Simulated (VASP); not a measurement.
Set up this calculation in VASP 6.6.1, as the native input.

* Task: single point
* Functional: PBE0
* Potentials or basis: VASP PAW PBE potentials, release 64 (I, K_sv)
* Cutoff: 520 eV
* k mesh: 4 × 4 × 4
* Occupations: fermi-dirac, width 0.05 eV
* Spin: no spin polarisation
* Dipole correction: no
* Grid for exact exchange (PRECFOCK): Normal
* Further INCAR settings: ALGO = Normal; EDIFF = 1e-07; NBANDS = 15
* Share of exact exchange: 0.25

KI:

```
I K
1.0
     0.00000    3.48503    3.48503
     3.48503    0.00000    3.48503
     3.48503    3.48503    0.00000
I K
1 1
Direct
  0.50000 0.50000 0.50000
  0.00000 0.00000 0.00000
```

One way to write it, as run:

POSCAR

```
KI
1.0
    0.0000000000      3.4850289444      3.4850289444
    3.4850289444      0.0000000000      3.4850289444
    3.4850289444      3.4850289444      0.0000000000
I K
1 1
Direct
    0.5000000000      0.5000000000      0.5000000000
    0.0000000000      0.0000000000      0.0000000000
```

INCAR.step1

```
  PREC = Accurate
  ENCUT = 520
  EDIFF = 1E-5
  ISMEAR = -1
  SIGMA = 0.05
  LREAL = False
  LASPH = True
  NELM = 60
  ALGO = Normal
  ISIF = 2
  LWAVE = True
  LCHARG = False
  GGA = PE
  NBANDS = 15
```

INCAR.step2

```
  PREC = Accurate
  ENCUT = 520
  EDIFF = 1E-7
  ISMEAR = -1
  SIGMA = 0.05
  LREAL = False
  LASPH = True
  NELM = 60
  ALGO = Normal
  ISIF = 2
  LWAVE = False
  LCHARG = False
  GGA = PE
  LHFCALC = True
  AEXX = 0.25
  PRECFOCK = Normal
  ISTART = 1
  NBANDS = 15
```

KPOINTS

```
Automatic mesh
0
Gamma
  4 4 4
```

Potentials or basis: VASP PAW PBE potentials, release 64 (I, K_sv).

The run is started by

```console
$ cat potpaw_PBE.64/I/POTCAR potpaw_PBE.64/K_sv/POTCAR > POTCAR
$ cp INCAR.step1 INCAR
$ mpirun -np 1 vasp_std > vasp.out
$ cp INCAR.step2 INCAR
$ mpirun -np 1 vasp_std > vasp.out
```

It gave:

- Pressure: 0.9 GPa
- Band gap on the k mesh: 5.77 eV

Caveat: the PAW data sets were made with another functional, which shifts forces and pressure a little; spin-orbit coupling is left out, which moves the levels of the heavy elements.

Run time: 16 min on 1 thread of Intel(R) Xeon(R) Platinum 8375C CPU @ 2.90GHz (Ice Lake), on a shared host, peak memory 0.24 GiB.
